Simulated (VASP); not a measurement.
Runs of VASP 6.6.1 on KI. The structure is that of space group Fm-3m (No. 225), or close to it. The cells are those of the table. 

```tsv
cell	gap on the mesh (eV)	pressure (GPa)
a = 5.174 Å, angles 60.0°, 2 atoms	3.73	-0.5
a = 4.863 Å, angles 60.0°, 2 atoms	4.16	1.9
a = 5.023 Å, angles 60.0°, 2 atoms	3.93	0.4
a = 4.996 Å, angles 60.0°, 2 atoms	(b)	0.6
a = 5.125 Å, angles 60.0°, 2 atoms	3.79	(a)
a = 5.074 Å, angles 60.0°, 2 atoms	(d)	0.1
a = 4.971 Å, angles 60.0°, 2 atoms	4.00	0.8
a = 4.917 Å, angles 60.0°, 2 atoms	4.08	(c)
```

Alike in all rows: task single point; level PBE; potentials or basis VASP PAW PBE potentials, release 64 (K_sv, I); no spin polarisation; k mesh 6 × 6 × 6; cutoff (eV) 520; smearing gaussian 0.02 eV.

**Question.** Estimate the missing entries.

**Answer.** (a) -0.3; (b) 3.96; (c) 1.3; (d) 3.86.

Caveats: spin-orbit coupling is left out, which moves the levels of the heavy elements.

A k mesh can miss the band edges, and the runs leave out spin-orbit coupling on I.
